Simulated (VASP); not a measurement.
# NaReS2 (R-3m) in VASP: single point with PBE

Aim: the single point of NaReS2 with PBE.

All numbers are computed with VASP 6.6.1; they aren't measurements. Logs are shortened: lines on timing, memory, paths and dates and some standing lists are left out, and cuts for length are marked.

### 1 The cell of the first run

Symmetry: R-3m, No. 166, trigonal system. Conventional cell: a = 3.669 Å, b = 3.669 Å, c = 18.719 Å, α = 90.00°, β = 90.00°, γ = 120.00°. Within 3.8 Å of Na (site symmetry -3m) lie 6 S at 2.86 Å and 6 Na at 3.67 Å and 6 Re at 3.77 Å. Re (site symmetry -3m) has 6 S at 2.43 Å within 3.2 Å. Within 3.3 Å of S (site symmetry 3m) lie 3 Re at 2.43 Å and 3 Na at 2.86 Å and 3 S at 3.20 Å.

### 2 Single point, PBE

INCAR reads:

```
SYSTEM = NaReS2
PREC = Accurate
ENCUT = 520
EDIFF = 1E-6
ISMEAR = 0
SIGMA = 0.1
LREAL = .FALSE.
LASPH = .TRUE.
NELM = 60
ALGO = Normal
ISIF = 2
LWAVE = .FALSE.
LCHARG = .FALSE.
GGA = PE
NBANDS = 21
```

KPOINTS reads:

```
Automatic mesh
0
G
  15 15 15
  0 0 0
```

POSCAR reads:

```
NaReS2
1.0
    1.8344118878      1.0590981972      6.2395483974
   -1.8344118878      1.0590981972      6.2395483974
    0.0000000000     -2.1181963944      6.2395483974
Na Re S
1 1 2
Direct
    0.0000000000      0.0000000000      0.0000000000
    0.5000000000      0.5000000000      0.5000000000
    0.2307768968      0.2307768968      0.2307768968
    0.7692231032      0.7692231032      0.7692231032
```

Potentials or basis: VASP PAW PBE potentials, release 64 (Na_pv, Re, S).

Command:

```console
$ cat potpaw_PBE.64/Na_pv/POTCAR potpaw_PBE.64/Re/POTCAR potpaw_PBE.64/S/POTCAR > POTCAR
$ mpirun -np 1 vasp_std > vasp.out
```

OUTCAR:

```text
SYSTEM = NaReS2
   PREC = Accurate
   ENCUT = 520
   EDIFF = 1E-6
   ISMEAR = 0
   LREAL = .FALSE.
   LASPH = .TRUE.
   NELM = 60
   ISIF = 2
   GGA = PE

 ion  position               nearest neighbor table
   1  0.000  0.000  0.000-
   2  0.500  0.500  0.500-   3 2.43   4 2.43   3 2.43   3 2.43   4 2.43   4 2.43
   3  0.231  0.231  0.231-   2 2.43   2 2.43   2 2.43
   4  0.769  0.769  0.769-   2 2.43   2 2.43   2 2.43

  LATTYP: Found a trigonal (rhomboedric) cell.
 ALAT       =     6.5892882900
 COS(alpha) =     0.8449946493

  Lattice vectors:

 A1 = (   1.8344118878,   1.0590981972,   6.2395483974)
 A2 = (  -1.8344118878,   1.0590981972,   6.2395483974)
 A3 = (   0.0000000000,  -2.1181963944,   6.2395483974)

Analysis of symmetry for initial positions (statically):
=====================================================================
 Subroutine PRICEL returns:
 Original cell was already a primitive cell.

 Routine SETGRP: Setting up the symmetry group for a
 trigonal (rhombohedral) supercell.

 Subroutine GETGRP returns: Found 12 space group operations
 (whereof 12 operations were pure point group operations)
 out of a pool of 12 trial point group operations.

The static configuration has the point symmetry D_3d.

Analysis of symmetry for dynamics (positions and initial velocities):
=====================================================================
 Subroutine PRICEL returns:
 Original cell was already a primitive cell.

 Routine SETGRP: Setting up the symmetry group for a
 trigonal (rhombohedral) supercell.

 Subroutine GETGRP returns: Found 12 space group operations
 (whereof 12 operations were pure point group operations)
 out of a pool of 12 trial point group operations.

The dynamic configuration has the point symmetry D_3d.

 Subroutine INISYM returns: Found 12 space group operations
 (whereof 12 operations are pure point group operations),
 and found     1 'primitive' translations

----------------------------------------------------------------------------------------

                                     Primitive cell

  volume of cell :      72.7340

  direct lattice vectors                    reciprocal lattice vectors
     1.834411888  1.059098197  6.239548397     0.272566921  0.157366585  0.053422670
    -1.834411888  1.059098197  6.239548397    -0.272566921  0.157366585  0.053422670
     0.000000000 -2.118196394  6.239548397     0.000000000 -0.314733170  0.053422670

  length of vectors
     6.589288290  6.589288290  6.589288290     0.319234945  0.319234945  0.319234945

  position of ions in fractional coordinates (direct lattice)
     0.000000000  0.000000000  0.000000000
     0.500000000  0.500000000  0.500000000
     0.230776897  0.230776897  0.230776897
     0.769223103  0.769223103  0.769223103

  ion indices of the primitive-cell ions
   primitive index   ion index
                 1           1
                 2           2
                 3           3
                 4           4

----------------------------------------------------------------------------------------

 KPOINTS: Automatic mesh

Automatic generation of k-mesh.
 Grid dimensions read from file:
 generate k-points for:   15   15   15

 Generating k-lattice:

  Cartesian coordinates                     Fractional coordinates (reciprocal lattice)
     0.018171128  0.010491106  0.003561511     0.066666667  0.000000000  0.000000000
    -0.018171128  0.010491106  0.003561511     0.000000000  0.066666667  0.000000000
     0.000000000 -0.020982211  0.003561511     0.000000000  0.000000000  0.066666667

  Length of vectors
     0.021282330  0.021282330  0.021282330

  Shift w.r.t. Gamma in fractional coordinates (k-lattice)
     0.000000000  0.000000000  0.000000000

 Subroutine IBZKPT returns following result:
 ===========================================

 Found    344 irreducible k-points:

 Following reciprocal coordinates:
            Coordinates               Weight
  0.000000  0.000000  0.000000      1.000000
  0.066667  0.000000  0.000000      6.000000
  0.133333  0.000000  0.000000      6.000000
  0.200000  0.000000  0.000000      6.000000
  0.266667  0.000000  0.000000      6.000000
  0.333333  0.000000  0.000000      6.000000
[... 16 lines left out ...]
  0.133333  0.133333  0.000000      6.000000
  0.200000  0.133333  0.000000     12.000000
 [... further k-points ...]
   k-points           NKPTS =    344   k-points in BZ     NKDIM =    344   number of bands    NBANDS=     21
   number of dos      NEDOS =    301   number of ions     NIONS =      4
   total plane-waves  NPLWV = 125000
   dimension x,y,z NGX =    50 NGY =   50 NGZ =   50
   dimension x,y,z NGXF=   100 NGYF=  100 NGZF=  100
   ions per type =               1   1   2
   NGX,Y,Z   is equivalent  to a cutoff of  12.61, 12.61, 12.61 a.u.
   NGXF,Y,Z  is equivalent  to a cutoff of  25.23, 25.23, 25.23 a.u.
 SYSTEM =  NaReS2
   PREC   = accura    normal or accurate (medium, high low for compatibility)
   ISTART =      0    job   : 0-new  1-cont  2-samecut
   ICHARG =      2    charge: 1-file 2-atom 10-const
   ISPIN  =      1    spin polarized calculation?
   LNONCOLLINEAR =      F non collinear calculations
   LSORBIT =      F    spin-orbit coupling
   LASPH  =      T    aspherical Exc in radial PAW
   ENCUT  =  520.0 eV  38.22 Ry    6.18 a.u.  12.25 12.25 12.25*2*pi/ulx,y,z
   NELM   =     60;   NELMIN=  2; NELMDL= -5     # of ELM steps
   EDIFF  = 0.1E-05   stopping-criterion for ELM
   LREAL  =      F    real-space projection
   EDIFFG = 0.1E-04   stopping-criterion for IOM
   NSW    =      0    number of steps for IOM
   IBRION =     -1    ionic relax: 0-MD 1-quasi-New 2-CG
   NFREE  =      0    steps in history (QN), initial steepest desc. (CG)
   ISIF   =      2    stress and relaxation
   ISYM   =      2    0-nonsym 1-usesym 2-fastsym
   POTIM  = 0.5000    time-step for ionic-motion
   TEBEG  =    0.0;   TEEND  =   0.0 temperature during run
   PSTRESS=    0.0 pullay stress
   NELECT =      26.0000    total number of electrons
   NUPDOWN=      -1.0000    fix difference up-down
   EMIN   =  10.00;   EMAX   =-10.00  energy-range for DOS
   EFERMI =   0.00;   METHOD = LEGACY
   ISMEAR =     0;   SIGMA  =   0.10  broadening in eV -4-tet -1-fermi 0-gaus
   EFERMI_NEDOS =   21; number of points for ismear=-14 and -15
   IALGO  =     38    algorithm
   IMIX   =      4    mixing-type and parameters
     AMIX     =   0.40;   BMIX     =  1.00
     AMIX_MAG =   1.60;   BMIX_MAG =  1.00
  volume/ion in A,a.u.               =      18.18       122.71
  Fermi-wavevector in a.u.,A,eV,Ry     =   1.161859  2.195595 18.366729  1.349916
  Thomas-Fermi vector in A             =   2.298426
   LORBIT       =      0    0 simple, 1 ext, 2 COOP (PROOUT), +10 PAW based schemes
   GGA     = PE    functional components
   LHFCALC =     F    Hartree Fock is set to
   AEXX    =    0.0000 exact exchange contribution
   IVDW    =     0    specifies the selected vdW correction
   LEPSILON=     F    determine dielectric tensor
   LRPA    =     F    only Hartree local field effects (RPA)
 non-spin polarized calculation
 Gauss-broadening in eV      SIGMA  =   0.10
  energy-cutoff  :      520.00
  volume of cell :       72.73
 maximum number of plane-waves:      1976
 NGX is ok and might be reduce to    50
   NGX = 25   NGY = 25   NGZ = 25

 number of electron      25.9999996 magnetization

 Free energy of the ion-electron system (eV)
  ---------------------------------------------------
  ext. energy  EPLUGINS =         0.00000000
  ---------------------------------------------------
  free energy    TOTEN  =       -23.41733657 eV

  energy without entropy =      -23.38912404  energy(sigma->0) =      -23.40323031

 E-fermi :   5.4604     XC(G=0): -10.1563

 val. band max:        5.4597627222   @ k =  -0.0667   0.4667   0.0667
 cond. band min:       5.4616185029   @ k =  -0.2000   0.2000   0.0667
 fundamental gap:      0.0018557807
 Fermi energy:         5.4603612194

 k-point     1 :       0.0000    0.0000    0.0000
  band No.  band energies     occupation
      1     -19.0352      2.00000
      2     -19.0183      2.00000
      3     -19.0183      2.00000
      4      -9.7228      2.00000
      5      -7.6536      2.00000
      6      -1.1469      2.00000
[... 13 lines left out ...]
     20      12.4759      0.00000
     21      13.2947      0.00000

 k-point     2 :       0.0667    0.0000    0.0000
  band No.  band energies     occupation
      1     -19.0348      2.00000
      2     -19.0199      2.00000
      3     -19.0187      2.00000
      4      -9.6712      2.00000
      5      -7.6663      2.00000
      6      -1.0882      2.00000
[... 13 lines left out ...]
     20      12.6778      0.00000
     21      13.2718      0.00000

 k-point     3 :       0.1333    0.0000    0.0000
  band No.  band energies     occupation
      1     -19.0337      2.00000
      2     -19.0246      2.00000
      3     -19.0197      2.00000
      4      -9.5210      2.00000
      5      -7.7020      2.00000
      6      -0.9236      2.00000
[... 13 lines left out ...]
     20      13.1770      0.00000
     21      13.2097      0.00000

 k-point     4 :       0.2000    0.0000    0.0000
  band No.  band energies     occupation
      1     -19.0322      2.00000
      2     -19.0314      2.00000
      3     -19.0212      2.00000
      4      -9.2864      2.00000
      5      -7.7541      2.00000
      6      -0.7193      2.00000
[... 13 lines left out ...]
     20      13.1743      0.00000
     21      13.8738      0.00000

 k-point     5 :       0.2667    0.0000    0.0000
  band No.  band energies     occupation
      1     -19.0395      2.00000
      2     -19.0301      2.00000
      3     -19.0230      2.00000
      4      -8.9934      2.00000
      5      -7.8132      2.00000
      6      -0.6891      2.00000
[... 13 lines left out ...]
     20      13.3416      0.00000
     21      13.7563      0.00000

 k-point     6 :       0.3333    0.0000    0.0000
  band No.  band energies     occupation
      1     -19.0470      2.00000
      2     -19.0283      2.00000
      3     -19.0247      2.00000
      4      -8.6825      2.00000
      5      -7.8697      2.00000
      6      -0.9362      2.00000
[... 13 lines left out ...]
     20      12.5462      0.00000
     21      14.3199      0.00000

 k-point     7 :       0.4000    0.0000    0.0000
  band No.  band energies     occupation
      1     -19.0529      2.00000
      2     -19.0269      2.00000
      3     -19.0261      2.00000
      4      -8.4111      2.00000
      5      -7.9148      2.00000
      6      -1.3255      2.00000
[... 13 lines left out ...]
     20      11.6873      0.00000
     21      14.0474      0.00000
[... 291 lines left out ...]
      1     -19.0360      2.00000
      2     -19.0309      2.00000
      3     -19.0227      2.00000
      4      -9.1148      2.00000
      5      -7.7871      2.00000
      6      -0.6009      2.00000
[... 13 lines left out ...]
     20      13.3618      0.00000
     21      13.6500      0.00000

 k-point    21 :      -0.1333    0.0667    0.0000
  band No.  band energies     occupation
      1     -19.0327      2.00000
      2     -19.0287      2.00000
      3     -19.0209      2.00000
      4      -9.3794      2.00000
      5      -7.7313      2.00000
      6      -0.7770      2.00000
[... 13 lines left out ...]
     20      13.2261      0.00000
     21      13.6618      0.00000

 k-point    22 :      -0.0667    0.0667    0.0000
  band No.  band energies     occupation
      1     -19.0341      2.00000
      2     -19.0231      2.00000
      3     -19.0194      2.00000
      4      -9.5713      2.00000
      5      -7.6884      2.00000
      6      -0.9808      2.00000
[... 13 lines left out ...]
     20      13.0712      0.00000
     21      13.2537      0.00000

 k-point    23 :       0.1333    0.1333    0.0000
  band No.  band energies     occupation
      1     -19.0337      2.00000
      2     -19.0246      2.00000
      3     -19.0197      2.00000
      4      -9.5159      2.00000
      5      -7.7120      2.00000
      6      -0.8875      2.00000
[... 13 lines left out ...]
     20      13.1454      0.00000
     21      13.2687      0.00000

 k-point    24 :       0.2000    0.1333    0.0000
  band No.  band energies     occupation
      1     -19.0327      2.00000
      2     -19.0287      2.00000
      3     -19.0209      2.00000
      4      -9.3702      2.00000
      5      -7.7479      2.00000
      6      -0.7274      2.00000
[... 13 lines left out ...]
     20      13.1251      0.00000
     21      13.7608      0.00000

 [... further k-points ...]
[... 5 lines left out ...]
  --------------------------------------------------------------------------------------
  -------------------------------------------------------------------------------------
  Total        0.1563948      0.1563948      0.0871838      0.0000000      0.0000000      0.0000000
  in kB        3.4450491      3.4450491      1.9204767      0.0000000      0.0000000      0.0000000
  external PRESSURE =       2.9368583 kB  Pullay stress =       0.0000000 kB

 VOLUME and BASIS-vectors are now :
 -----------------------------------------------------------------------------
  energy-cutoff  :      520.00
  volume of cell :       72.73
      direct lattice vectors                 reciprocal lattice vectors
     1.834411888  1.059098197  6.239548397     0.272566921  0.157366585  0.053422670
    -1.834411888  1.059098197  6.239548397    -0.272566921  0.157366585  0.053422670
     0.000000000 -2.118196394  6.239548397     0.000000000 -0.314733170  0.053422670

 POSITION                                       TOTAL-FORCE (eV/Angst)
 -----------------------------------------------------------------------------------
      0.00000      0.00000      0.00000         0.000000      0.000000      0.000000
      0.00000      0.00000      9.35932         0.000000     -0.000000      0.000000
      0.00000      0.00000      4.31983         0.000000      0.000000      0.047081
      0.00000      0.00000     14.39881         0.000000     -0.000000     -0.047081
 -----------------------------------------------------------------------------------
    total drift:                                0.000000      0.000000      0.000000

  FREE ENERGIE OF THE ION-ELECTRON SYSTEM (eV)
  ---------------------------------------------------
  free  energy   TOTEN  =       -23.4173365697 eV

  energy  without entropy=      -23.3891240440  energy(sigma->0) =      -23.40323031
```

Wall time 43 min (1 thread of Oxide Virtual Turin-like, shared host); peak memory 0.69 GiB.

What came out:

- Free energy: -23.4173 eV
- Pressure: 0.3 GPa
- Largest force: 0.047 eV/Å
- Band gap on the k mesh: zero (bands 13 and 14 overlap by 0.45 eV)

Forces in eV/Å, atoms in the order of the input:
```
Na   0.000  0.000  0.000
Re   0.000  0.000  0.000
S    0.000  0.000  0.047
S    0.000  0.000 -0.047
```

Caveat: spin-orbit coupling is left out, which moves the levels of the heavy elements.
